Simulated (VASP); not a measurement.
# Bi3Te2S (P3m1) in VASP: single point with PBE

Aim: the single point of Bi3Te2S with PBE.

All numbers are computed with VASP 6.6.1; they aren't measurements. Logs are shortened: lines on timing, memory, paths and dates and some standing lists are left out, and cuts for length are marked.

## (1) The cell of the first run

It takes space group P3m1 (No. 156, trigonal). The conventional cell has a = 5.196 Å, b = 5.196 Å, c = 10.571 Å, α = 90.00°, β = 90.00°, γ = 120.00°. Bi (site symmetry 3m) has 1 S at 2.64 Å and 3 Te at 3.04 Å within 3.5 Å. Bi (site symmetry 3m) has 4 Te at 3.07 to 3.95 Å and 1 Bi at 3.11 Å within 4.0 Å. Within 4.0 Å of Bi (site symmetry 3m) lie 3 S at 3.02 Å and 1 Bi at 3.11 Å and 1 Te at 3.51 Å. Within 4.0 Å of Te (site symmetry 3m) lie 3 Bi at 3.07 Å. Within 4.0 Å of Te (site symmetry 3m) lie 5 Bi at 3.04 to 3.95 Å. Within 3.5 Å of S (site symmetry 3m) lie 4 Bi at 2.64 to 3.02 Å.

The cell was generated, and may not be a known phase.

## (2) Single point, PBE

INCAR

```
SYSTEM = Bi3Te2S
PREC = Accurate
ENCUT = 520
EDIFF = 1E-7
ISMEAR = 0
SIGMA = 0.1
LREAL = .False.
LASPH = .True.
NELM = 80
ALGO = Fast
ISIF = 2
LWAVE = .False.
LCHARG = .False.
GGA = PE
NBANDS = 40
```

KPOINTS

```
regular mesh
0
Gamma
  12 12 4
  0 0 0
```

POSCAR

```
Bi3Te2S
1.0
    5.1964640184      0.0000000000      0.0000000000
   -2.5982320092      4.5002698498      0.0000000000
    0.0000000000      0.0000000000     10.5708756964
Bi Te S
3 2 1
Direct
    0.3333333333      0.6666666667      0.2351927627
    0.6666666667      0.3333333333      0.8124910664
    0.6666666667      0.3333333333      0.5181357079
    0.0000000000      0.0000000000      0.8729929169
    0.6666666667      0.3333333333      0.1863697494
    0.3333333333      0.6666666667      0.4848109665
```

Potentials or basis: VASP PAW PBE potentials, release 64 (Bi_d, Te, S).

On the command line:

```sh
$ cat potpaw_PBE.64/Bi_d/POTCAR potpaw_PBE.64/Te/POTCAR potpaw_PBE.64/S/POTCAR > POTCAR
$ mpirun -np 1 vasp_std > vasp.out
```

OUTCAR:

```text
SYSTEM = Bi3Te2S
   PREC = Accurate
   ENCUT = 520
   EDIFF = 1E-7
   ISMEAR = 0
   LREAL = .False.
   LASPH = .True.
   NELM = 80
   ISIF = 2
   GGA = PE

 ion  position               nearest neighbor table
   1  0.333  0.667  0.235-   6 2.64   5 3.04   5 3.04   5 3.04
   2  0.667  0.333  0.812-   4 3.07   4 3.07   4 3.07   3 3.11
   3  0.667  0.333  0.518-   6 3.02   6 3.02   6 3.02   2 3.11   5 3.51
   4  0.000  0.000  0.873-   2 3.07   2 3.07   2 3.07
   5  0.667  0.333  0.186-   1 3.04   1 3.04   1 3.04   3 3.51
   6  0.333  0.667  0.485-   1 2.64   3 3.02   3 3.02   3 3.02

  LATTYP: Found a hexagonal cell.
 ALAT       =     5.1964640184
 C/A-ratio  =     2.0342439896

  Lattice vectors:

 A1 = (   5.1964640184,   0.0000000000,   0.0000000000)
 A2 = (  -2.5982320092,   4.5002698498,   0.0000000000)
 A3 = (   0.0000000000,   0.0000000000,  10.5708756964)

Analysis of symmetry for initial positions (statically):
=====================================================================
 Subroutine PRICEL returns:
 Original cell was already a primitive cell.

 Routine SETGRP: Setting up the symmetry group for a
 hexagonal supercell.

 Subroutine GETGRP returns: Found  6 space group operations
 (whereof  6 operations were pure point group operations)
 out of a pool of 24 trial point group operations.

The static configuration has the point symmetry C_3v.

Analysis of symmetry for dynamics (positions and initial velocities):
=====================================================================
 Subroutine PRICEL returns:
 Original cell was already a primitive cell.

 Routine SETGRP: Setting up the symmetry group for a
 hexagonal supercell.

 Subroutine GETGRP returns: Found  6 space group operations
 (whereof  6 operations were pure point group operations)
 out of a pool of 24 trial point group operations.

The dynamic configuration has the point symmetry C_3v.

 Subroutine INISYM returns: Found  6 space group operations
 (whereof  6 operations are pure point group operations),
 and found     1 'primitive' translations

----------------------------------------------------------------------------------------

                                     Primitive cell

  volume of cell :     247.2051

  direct lattice vectors                    reciprocal lattice vectors
[... 92 lines left out ...]
   LASPH  =      T    aspherical Exc in radial PAW
   ENCUT  =  520.0 eV  38.22 Ry    6.18 a.u.   9.66  9.66 19.65*2*pi/ulx,y,z
   NELM   =     80;   NELMIN=  2; NELMDL= -5     # of ELM steps
   EDIFF  = 0.1E-06   stopping-criterion for ELM
   LREAL  =      F    real-space projection
   EDIFFG = 0.1E-05   stopping-criterion for IOM
   NSW    =      0    number of steps for IOM
   IBRION =     -1    ionic relax: 0-MD 1-quasi-New 2-CG
   NFREE  =      0    steps in history (QN), initial steepest desc. (CG)
   ISIF   =      2    stress and relaxation
   ISYM   =      2    0-nonsym 1-usesym 2-fastsym
   POTIM  = 0.5000    time-step for ionic-motion
   TEBEG  =    0.0;   TEEND  =   0.0 temperature during run
   PSTRESS=    0.0 pullay stress
   NELECT =      63.0000    total number of electrons
   NUPDOWN=      -1.0000    fix difference up-down
   EMIN   =  10.00;   EMAX   =-10.00  energy-range for DOS
   EFERMI =   0.00;   METHOD = LEGACY
   ISMEAR =     0;   SIGMA  =   0.10  broadening in eV -4-tet -1-fermi 0-gaus
   EFERMI_NEDOS =   21; number of points for ismear=-14 and -15
   IALGO  =     68    algorithm
   IMIX   =      4    mixing-type and parameters
     AMIX     =   0.40;   BMIX     =  1.00
     AMIX_MAG =   1.60;   BMIX_MAG =  1.00
  volume/ion in A,a.u.               =      41.20       278.04
  Fermi-wavevector in a.u.,A,eV,Ry     =   1.037933  1.961408 14.657615  1.077304
  Thomas-Fermi vector in A             =   2.172393
   LORBIT       =      0    0 simple, 1 ext, 2 COOP (PROOUT), +10 PAW based schemes
   GGA     = PE    functional components
   LHFCALC =     F    Hartree Fock is set to
   AEXX    =    0.0000 exact exchange contribution
   IVDW    =     0    specifies the selected vdW correction
   LEPSILON=     F    determine dielectric tensor
   LRPA    =     F    only Hartree local field effects (RPA)
 non-spin polarized calculation
 RMM-DIIS sequential band-by-band and
 Gauss-broadening in eV      SIGMA  =   0.10
  energy-cutoff  :      520.00
  volume of cell :      247.21
 maximum number of plane-waves:      6699
 NGX is ok and might be reduce to    40
   NGX = 19   NGY = 19   NGZ = 39

 number of electron      62.9999994 magnetization

 Free energy of the ion-electron system (eV)
  ---------------------------------------------------
  ext. energy  EPLUGINS =         0.00000000
  ---------------------------------------------------
  free energy    TOTEN  =       -21.59743138 eV

  energy without entropy =      -21.56671525  energy(sigma->0) =      -21.58207331

 E-fermi :   4.1782     XC(G=0):  -8.0916

 val. band max:        4.1754664131   @ k =  -0.1667   0.4167   0.2500
 cond. band min:       4.1828493820   @ k =   0.1667   0.1667   0.5000
 fundamental gap:      0.0073829689
 Fermi energy:         4.1782345869

 k-point     1 :       0.0000    0.0000    0.0000
  band No.  band energies     occupation
      1     -19.6631      2.00000
      2     -19.6451      2.00000
      3     -19.6451      2.00000
      4     -19.6292      2.00000
      5     -19.6292      2.00000
      6     -19.2002      2.00000
[... 1021 lines left out ...]
     39       6.8818      0.00000
     40       8.6830      0.00000

 [... further k-points ...]
[... 5 lines left out ...]
  --------------------------------------------------------------------------------------
  -------------------------------------------------------------------------------------
  Total       -0.0708358     -0.0708358     -0.0464039      0.0000000     -0.0000000      0.0000000
  in kB       -0.4590982     -0.4590982     -0.3007515      0.0000000     -0.0000000      0.0000000
  external PRESSURE =      -0.4063160 kB  Pullay stress =       0.0000000 kB

 VOLUME and BASIS-vectors are now :
 -----------------------------------------------------------------------------
  energy-cutoff  :      520.00
  volume of cell :      247.21
      direct lattice vectors                 reciprocal lattice vectors
     5.196464018  0.000000000  0.000000000     0.192438550  0.111104449  0.000000000
    -2.598232009  4.500269850  0.000000000     0.000000000  0.222208897  0.000000000
     0.000000000  0.000000000 10.570875696     0.000000000  0.000000000  0.094599542

 POSITION                                       TOTAL-FORCE (eV/Angst)
 -----------------------------------------------------------------------------------
     -0.00000      3.00018      2.48619        -0.000000     -0.000000     -0.001709
      2.59823      1.50009      8.58874        -0.000000     -0.000000      0.008679
      2.59823      1.50009      5.47715         0.000000      0.000000     -0.006311
      0.00000      0.00000      9.22830         0.000000      0.000000     -0.000191
      2.59823      1.50009      1.97009        -0.000000      0.000000     -0.000497
     -0.00000      3.00018      5.12488        -0.000000      0.000000      0.000029
 -----------------------------------------------------------------------------------
    total drift:                                0.000000      0.000000      0.000186

  FREE ENERGIE OF THE ION-ELECTRON SYSTEM (eV)
  ---------------------------------------------------
  free  energy   TOTEN  =       -21.5974313789 eV

  energy  without entropy=      -21.5667152486  energy(sigma->0) =      -21.58207331
```

stdout:

```text
POSCAR found type information on POSCAR BiTeS
 POSCAR found :  3 types and       6 ions
 scaLAPACK will be used
 LDA part: xc-table for (Slater+PW92), standard interpolation
 POSCAR, INCAR and KPOINTS ok, starting setup
 FFT: planning ... GRIDC
 FFT: planning ... GRID_SOFT
 FFT: planning ... GRID
 WAVECAR not read
 entering main loop
```

It took 17 min on 1 thread of Oxide Virtual Turin-like, shared host; peak memory 0.72 GiB.

What came out:

| Property | Result |
| --- | --- |
| Free energy | -21.5974 eV |
| Pressure | 0.0 GPa |
| Largest force | 0.009 eV/Å |
| Band gap on the k mesh | zero (an odd number of electrons rules out a gap without spin polarisation) |

Forces on the atoms (eV/Å):
```
Bi   0.000  0.000 -0.002
Bi   0.000  0.000  0.009
Bi   0.000  0.000 -0.006
Te   0.000  0.000  0.000
Te   0.000  0.000  0.000
S    0.000  0.000  0.000
```

Caveat: spin-orbit coupling is left out, which moves the levels of the heavy elements; this functional lacks dispersion, which binds layers or chains, so the pressure and a relaxed spacing across them are unreliable; an odd number of electrons without spin polarisation forces a metal; a magnetic or distorted state may lie lower.
